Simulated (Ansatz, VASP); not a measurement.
Two plane-wave programs on Si3N4

Contents of INCAR:

```
SYSTEM = Si3N4
PREC     = Accurate       ! precision mode
ENCUT    = 520            ! plane-wave cutoff, eV
EDIFF    = 1E-7           ! SCF threshold, eV
ISMEAR   = -1             ! smearing method
SIGMA    = 0.05           ! smearing width, eV
LREAL    = .False.        ! projectors in reciprocal space
LASPH    = .True.         ! aspherical terms in the spheres
NELM     = 60             ! most SCF steps
ALGO     = Normal         ! electronic algorithm
ISIF     = 2              ! what is computed and relaxed
LWAVE    = .False.        ! write WAVECAR
LCHARG   = .False.        ! write CHGCAR
GGA      = PE             ! functional
NBANDS   = 25             ! bands
```

Contents of KPOINTS:

```
Automatic mesh
0
Gamma
  6 6 6
  0 0 0
```

POSCAR

```
Si3N4
1.0
    4.0894722000      0.0000000000      0.0000000000
    0.0000000000      4.0894722000      0.0000000000
    0.0000000000      0.0000000000      4.1307800000
Si N
3 4
Direct
    0.0000000000      0.0000000000      0.5000000000
    0.5000000000      0.0000000000      0.0000000000
    0.0000000000      0.5000000000      0.0000000000
    0.2395200000      0.2395200000      0.7604800000
    0.7604800000      0.7604800000      0.7604800000
    0.2395200000      0.7604800000      0.2395200000
    0.7604800000      0.2395200000      0.2395200000
```

input.yaml

```yaml
crystal:
  lattice:
    - [4.0894722, 0.0, 0.0]
    - [0.0, 4.0894722, 0.0]
    - [0.0, 0.0, 4.13078]
  atoms:
    - { symbol: Si, position: [0.0, 0.0, 0.5] }
    - { symbol: Si, position: [0.5, 0.0, 0.0] }
    - { symbol: Si, position: [0.0, 0.5, 0.0] }
    - { symbol: "N", position: [0.23952, 0.23952, 0.76048] }
    - { symbol: "N", position: [0.76048, 0.76048, 0.76048] }
    - { symbol: "N", position: [0.23952, 0.76048, 0.23952] }
    - { symbol: "N", position: [0.76048, 0.23952, 0.23952] }
hamiltonian:
  xc: pbe
  pseudopotentials: { kind: paw }
kpoints:
  mp_grid: { grid: [6, 6, 6] }
  band_path:
    path:
      - [[0.0, 0.0, 0.0], [0.0, 0.5, 0.0], [0.5, 0.5, 0.0], [0.0, 0.0, 0.0], [0.0, 0.0, 0.5], [0.0, 0.5, 0.5], [0.5, 0.5, 0.5], [0.0, 0.0, 0.5]]
      - [[0.0, 0.5, 0.0], [0.0, 0.5, 0.5]]
      - [[0.5, 0.5, 0.0], [0.5, 0.5, 0.5]]
    npoints: 10
scf:
  occupations: { method: fermi_dirac, width: 0.05 }
  n_extra_bands: 17
output:
  forces: true
  stress: true
  eigenvalues: true
  fatbands: false
```

Alike in both runs: functional PBE; k mesh 6 × 6 × 6; occupations fermi-dirac, width 0.05 eV; no spin polarisation.

|  | VASP | Ansatz |
| --- | --- | --- |
| version | VASP 6.6.1 | Ansatz 0.2.0 |
| potentials or method | VASP PAW PBE potentials, release 64 (Si, N) | Ansatz PAW |
| plane-wave cutoff (eV) | 520 | 420 |
| valence electrons in the cell | 32 | 32 |
| task | single point | band structure |

VASP gave:

```
gap on the k mesh at the Fermi level (eV)                     : 2.70
least direct gap on the mesh (eV)                             : 2.91
pressure (GPa)                                                : 4.8
traceless stress, the component that is largest in VASP (GPa) : -1.14
rms of the force components (eV/Å)                            : 0.071
```

Question: Which values does Ansatz return?

Answer: gap on the k mesh at the Fermi level (eV): 2.71; least direct gap on the mesh (eV): 2.93; pressure (GPa): 5.0; traceless stress, the component that is largest in VASP (GPa): -1.14; rms of the force components (eV/Å): 0.079.

Atom by atom the forces differ by 0.008 eV/Å (rms over components).
